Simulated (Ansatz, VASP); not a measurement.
**One calculation of Ge, two programs**

```xyz
2
Lattice="0.0000 2.8289 2.8289 2.8289 0.0000 2.8289 2.8289 2.8289 0.0000" Properties=species:S:1:pos:R:3 pbc="T T T"
Ge    1.4145    1.4145    1.4145
Ge    5.6578    5.6578    5.6578
```

Alike in both runs: task single point; functional r2SCANh; k mesh 4 × 4 × 4; occupations gaussian, width 0.025 eV; no spin polarisation.

|  | VASP | Ansatz |
| --- | --- | --- |
| version | VASP 6.6.1 | Ansatz 0.2.0 |
| potentials or method | VASP PAW PBE potentials, release 64 (Ge_d), cutoff 450 eV | all-electron PAW datasets made for the crystal |

VASP gave:

```
gap on the k mesh at the Fermi level (eV) : 0.94
least direct gap on the mesh (eV)         : 0.96
pressure (GPa)                            : -0.1
```

What did Ansatz give for the same quantities?

gap on the k mesh at the Fermi level (eV): 0.93; least direct gap on the mesh (eV): 0.98; pressure (GPa): 0.2.

VASP's potentials were made for PBE, not for r2SCANh. Ansatz ran all-electron here, and VASP with PAW potentials.

The k mesh is coarse, so the values compare programs but aren't converged.
